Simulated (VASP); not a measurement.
# HCl (I4/mmm) in VASP: a series of runs, part 2 of 2

VASP 6.6.1. Earlier steps stand in the parts before.

## Step 4: Single point, r2SCAN (strain +0.080 along x and y, +0.000 along z)

The input, POSCAR:

```
HCl
1.0
    0.0000000000      2.9565000000      2.7375000000
    2.9565000000      0.0000000000      2.7375000000
    2.9565000000      2.9565000000      0.0000000000
H Cl
1 1
Direct
    0.0000000000      0.0000000000      0.0000000000
    0.5000000000      0.5000000000      0.5000000000
```

The input, INCAR.step1:

```
SYSTEM = HCl
ALGO     = Normal         ! electronic algorithm
EDIFF    = 1E-4           ! SCF threshold, eV
ENCUT    = 520            ! plane-wave cutoff, eV
GGA      = PE             ! functional
ISMEAR   = 0              ! smearing method
LASPH    = .TRUE.         ! aspherical terms in the spheres
LCHARG   = .FALSE.        ! write CHGCAR
LREAL    = .FALSE.        ! projectors in reciprocal space
LWAVE    = .TRUE.         ! write WAVECAR
NBANDS   = 11             ! bands
NELM     = 80             ! most SCF steps
PREC     = Accurate       ! precision mode
SIGMA    = 0.15           ! smearing width, eV
```

The input, INCAR.step2:

```
SYSTEM = HCl
ALGO     = Normal         ! electronic algorithm
EDIFF    = 1E-7           ! SCF threshold, eV
ENCUT    = 520            ! plane-wave cutoff, eV
ISIF     = 2              ! what is computed and relaxed
ISMEAR   = 0              ! smearing method
ISTART   = 1            
LASPH    = .TRUE.         ! aspherical terms in the spheres
LCHARG   = .TRUE.         ! write CHGCAR
LELF     = .TRUE.         ! ELF
LMIXTAU  = .TRUE.       
LREAL    = .FALSE.        ! projectors in reciprocal space
LVHAR    = .TRUE.       
LWAVE    = .FALSE.        ! write WAVECAR
METAGGA  = R2SCAN         ! meta-GGA
NBANDS   = 11             ! bands
NELM     = 80             ! most SCF steps
PREC     = Accurate       ! precision mode
SIGMA    = 0.15           ! smearing width, eV
```

The input, KPOINTS:

```
k-points
0
G
  16 16 16
  0 0 0
```

Potentials or basis: VASP PAW PBE potentials, release 64 (H, Cl).

The run is started by

```sh
cat potpaw_PBE.64/H/POTCAR potpaw_PBE.64/Cl/POTCAR > POTCAR
cp INCAR.step1 INCAR
mpirun -np 1 vasp_std > vasp.out
cp INCAR.step2 INCAR
mpirun -np 1 vasp_std > vasp.out
```

OUTCAR:

```text
SYSTEM = HCl
   EDIFF = 1E-7
   ENCUT = 520
   ISIF = 2
   ISMEAR = 0
   ISTART = 1
   LASPH = .TRUE.
   LREAL = .FALSE.
   METAGGA = R2SCAN
   NELM = 80
   PREC = Accurate

 ion  position               nearest neighbor table
   1  0.000  0.000  0.000-
   2  0.500  0.500  0.500-

  LATTYP: Found a body centered tetragonal cell.
 ALAT       =     4.1811223972
 C/A-ratio  =     1.3094570022

  Lattice vectors:

 A1 = (   0.0000000000,  -2.9565000000,  -2.7375000000)
 A2 = (   0.0000000000,   2.9565000000,  -2.7375000000)
 A3 = (   2.9565000000,   0.0000000000,   2.7375000000)

Analysis of symmetry for initial positions (statically):
=====================================================================
 Subroutine PRICEL returns:
 Original cell was already a primitive cell.

 Routine SETGRP: Setting up the symmetry group for a
 body centered tetragonal supercell.

 Subroutine GETGRP returns: Found 16 space group operations
 (whereof 16 operations were pure point group operations)
 out of a pool of 16 trial point group operations.

The static configuration has the point symmetry D_4h.

Analysis of symmetry for dynamics (positions and initial velocities):
=====================================================================
 Subroutine PRICEL returns:
 Original cell was already a primitive cell.

 Routine SETGRP: Setting up the symmetry group for a
 body centered tetragonal supercell.

 Subroutine GETGRP returns: Found 16 space group operations
 (whereof 16 operations were pure point group operations)
 out of a pool of 16 trial point group operations.

The dynamic configuration has the point symmetry D_4h.

 Subroutine INISYM returns: Found 16 space group operations
 (whereof 16 operations are pure point group operations),
 and found     1 'primitive' translations

----------------------------------------------------------------------------------------

                                     Primitive cell

  volume of cell :      47.8564

  direct lattice vectors                    reciprocal lattice vectors
     0.000000000  2.956500000  2.737500000    -0.169118891  0.169118891  0.182648402
     2.956500000  0.000000000  2.737500000     0.169118891 -0.169118891  0.182648402
     2.956500000  2.956500000  0.000000000     0.169118891  0.169118891 -0.182648402

  length of vectors
     4.029242919  4.029242919  4.181122397     0.300936600  0.300936600  0.300936600

  position of ions in fractional coordinates (direct lattice)
     0.000000000  0.000000000  0.000000000
     0.500000000  0.500000000  0.500000000

  ion indices of the primitive-cell ions
   primitive index   ion index
                 1           1
                 2           2

----------------------------------------------------------------------------------------

 KPOINTS: k-points

Automatic generation of k-mesh.
 Grid dimensions read from file:
 generate k-points for:   16   16   16

 Generating k-lattice:

  Cartesian coordinates                     Fractional coordinates (reciprocal lattice)
    -0.010569931  0.010569931  0.011415525     0.062500000 -0.000000000  0.000000000
     0.010569931 -0.010569931  0.011415525    -0.000000000  0.062500000  0.000000000
     0.010569931  0.010569931 -0.011415525     0.000000000  0.000000000  0.062500000

  Length of vectors
     0.018808537  0.018808537  0.018808537

  Shift w.r.t. Gamma in fractional coordinates (k-lattice)
     0.000000000  0.000000000  0.000000000

 Subroutine IBZKPT returns following result:
 ===========================================

 Found    349 irreducible k-points:

 Following reciprocal coordinates:
            Coordinates               Weight
  0.000000  0.000000  0.000000      1.000000
  0.062500  0.000000  0.000000      8.000000
  0.125000  0.000000  0.000000      8.000000
  0.187500  0.000000  0.000000      8.000000
  0.250000  0.000000  0.000000      8.000000
  0.312500  0.000000  0.000000      8.000000
[... 16 lines left out ...]
 -0.125000  0.062500  0.000000      8.000000
 -0.062500  0.062500  0.000000      4.000000
 [... further k-points ...]
   k-points           NKPTS =    349   k-points in BZ     NKDIM =    349   number of bands    NBANDS=     11
   number of dos      NEDOS =    301   number of ions     NIONS =      2
   total plane-waves  NPLWV =  28800
   dimension x,y,z NGX =    30 NGY =   30 NGZ =   32
   dimension x,y,z NGXF=    60 NGYF=   60 NGZF=   64
   ions per type =               1   1
   NGX,Y,Z   is equivalent  to a cutoff of  12.38, 12.38, 12.72 a.u.
   NGXF,Y,Z  is equivalent  to a cutoff of  24.76, 24.76, 25.45 a.u.
 SYSTEM =  HCl
   PREC   = accura    normal or accurate (medium, high low for compatibility)
   ISTART =      1    job   : 0-new  1-cont  2-samecut
   ICHARG =      0    charge: 1-file 2-atom 10-const
   ISPIN  =      1    spin polarized calculation?
   LNONCOLLINEAR =      F non collinear calculations
   LSORBIT =      F    spin-orbit coupling
   LASPH  =      T    aspherical Exc in radial PAW
   ENCUT  =  520.0 eV  38.22 Ry    6.18 a.u.   7.49  7.49  7.77*2*pi/ulx,y,z
   NELM   =     80;   NELMIN=  2; NELMDL=  0     # of ELM steps
   EDIFF  = 0.1E-06   stopping-criterion for ELM
   LREAL  =      F    real-space projection
   EDIFFG = 0.1E-05   stopping-criterion for IOM
   NSW    =      0    number of steps for IOM
   IBRION =     -1    ionic relax: 0-MD 1-quasi-New 2-CG
   NFREE  =      0    steps in history (QN), initial steepest desc. (CG)
   ISIF   =      2    stress and relaxation
   ISYM   =      2    0-nonsym 1-usesym 2-fastsym
   POTIM  = 0.5000    time-step for ionic-motion
   TEBEG  =    0.0;   TEEND  =   0.0 temperature during run
   PSTRESS=    0.0 pullay stress
   NELECT =       8.0000    total number of electrons
   NUPDOWN=      -1.0000    fix difference up-down
   EMIN   =  10.00;   EMAX   =-10.00  energy-range for DOS
   EFERMI =   0.00;   METHOD = LEGACY
   ISMEAR =     0;   SIGMA  =   0.15  broadening in eV -4-tet -1-fermi 0-gaus
   EFERMI_NEDOS =   21; number of points for ismear=-14 and -15
   IALGO  =     38    algorithm
   IMIX   =      4    mixing-type and parameters
     AMIX     =   0.40;   BMIX     =  1.00
     AMIX_MAG =   1.60;   BMIX_MAG =  1.00
  volume/ion in A,a.u.               =      23.93       161.48
  Fermi-wavevector in a.u.,A,eV,Ry     =   0.901830  1.704212 11.065592  0.813298
  Thomas-Fermi vector in A             =   2.024959
   LORBIT       =      0    0 simple, 1 ext, 2 COOP (PROOUT), +10 PAW based schemes
   METAGGA = R2SCAN    functional components
   LHFCALC =     F    Hartree Fock is set to
   AEXX    =    0.0000 exact exchange contribution
   IVDW    =     0    specifies the selected vdW correction
   LEPSILON=     F    determine dielectric tensor
   LRPA    =     F    only Hartree local field effects (RPA)
 non-spin polarized calculation
 Gauss-broadening in eV      SIGMA  =   0.15
  energy-cutoff  :      520.00
  volume of cell :       47.86
 maximum number of plane-waves:      1315
 NGX is ok and might be reduce to    30
   NGX = 15   NGY = 15   NGZ = 15

 number of electron       8.0000000 magnetization

 Free energy of the ion-electron system (eV)
  ---------------------------------------------------
  ext. energy  EPLUGINS =         0.00000000
  ---------------------------------------------------
  free energy    TOTEN  =        -6.70544590 eV

  energy without entropy =       -6.70367115  energy(sigma->0) =       -6.70455852

 E-fermi :  -3.3031     XC(G=0):  -7.3646

 val. band max:       -3.3696244629   @ k =   0.5000   0.0000   0.5000
 cond. band min:      -3.2467032435   @ k =   0.4375   0.0000   0.4375
 fundamental gap:      0.1229212194
 Fermi energy:        -3.3031052642

 k-point     1 :       0.0000    0.0000    0.0000
  band No.  band energies     occupation
      1     -16.7952      2.00000
      2      -3.6137      1.99659
      3      -3.4839      1.91164
      4      -3.4609      1.86314
      5      -3.4609      1.86314
      6       7.7567      0.00000
      7       9.7204      0.00000
      8       9.7204      0.00000
      9      10.1992      0.00000
     10      11.5886      0.00000
     11      12.6738      0.00000
[... 309 lines left out ...]
 k-point    24 :      -0.0625    0.0625    0.0000
  band No.  band energies     occupation
      1     -16.7743      2.00000
      2      -4.0967      2.00000
      3      -3.6536      1.99905
      4      -3.4709      1.88634
      5      -2.8682      0.00004
      6       7.5314      0.00000
      7       9.3416      0.00000
      8       9.8396      0.00000
      9      10.2476      0.00000
     10      10.7048      0.00000
     11      12.4705      0.00000

 [... further k-points ...]
[... 5 lines left out ...]
  --------------------------------------------------------------------------------------
  -------------------------------------------------------------------------------------
  Total       -2.1181719     -2.1181719     -3.7991105      0.0000000     -0.0000000      0.0000000
  in kB      -70.9139849    -70.9139849   -127.1898978      0.0000000     -0.0000000      0.0000000
  external PRESSURE =     -89.6726226 kB  Pullay stress =       0.0000000 kB

 VOLUME and BASIS-vectors are now :
 -----------------------------------------------------------------------------
  energy-cutoff  :      520.00
  volume of cell :       47.86
      direct lattice vectors                 reciprocal lattice vectors
     0.000000000  2.956500000  2.737500000    -0.169118891  0.169118891  0.182648402
     2.956500000  0.000000000  2.737500000     0.169118891 -0.169118891  0.182648402
     2.956500000  2.956500000  0.000000000     0.169118891  0.169118891 -0.182648402

 POSITION                                       TOTAL-FORCE (eV/Angst)
 -----------------------------------------------------------------------------------
      0.00000      0.00000      0.00000         0.000000     -0.000000      0.000000
      2.95650      2.95650      2.73750        -0.000000      0.000000     -0.000000
 -----------------------------------------------------------------------------------
    total drift:                                0.000000     -0.000000      0.000000

  FREE ENERGIE OF THE ION-ELECTRON SYSTEM (eV)
  ---------------------------------------------------
  free  energy   TOTEN  =        -6.7054458990 eV

  energy  without entropy=       -6.7036711455  energy(sigma->0) =       -6.70455852
```

Run time: 5.4 min. Hardware: 1 thread of Intel Xeon 6975P-C (Granite Rapids), shared host; peak memory 0.29 GiB.

What came out:

* Free energy: -6.7054 eV
* Pressure: -9.0 GPa
* Band gap on the k mesh: zero (filled and empty bands touch)

Caveat: the cell differs from its parent crystal (strain +0.080 along x and y, +0.000 along z); the cell stands under tension; the PAW data sets were made with another functional, which shifts forces and pressure a little.

## Step 5: Overview

```tsv
cell	gap on the mesh (eV)	pressure (GPa)
a = 3.720, b = 3.720, c = 3.562 Å, angles 61.4, 61.4, 57.2°, 2 atoms	none	-10.6
a = 3.884, b = 3.884, c = 4.181 Å, angles 57.4, 57.4, 65.1°, 2 atoms	none	-9.9
a = 4.029, b = 4.029, c = 4.181 Å, angles 58.7, 58.7, 62.5°, 2 atoms	none	-9.0
```

Alike in all rows: task single point; level r2SCAN; potentials or basis VASP PAW PBE potentials, release 64 (H, Cl); no spin polarisation; k mesh 16 × 16 × 16; cutoff (eV) 520; smearing gaussian 0.15 eV.

Caveats: the cell stands under tension; the PAW data sets were made with another functional, which shifts forces and pressure a little.

Total energies depend on the potentials used, so only differences within one code and one set of settings carry meaning.
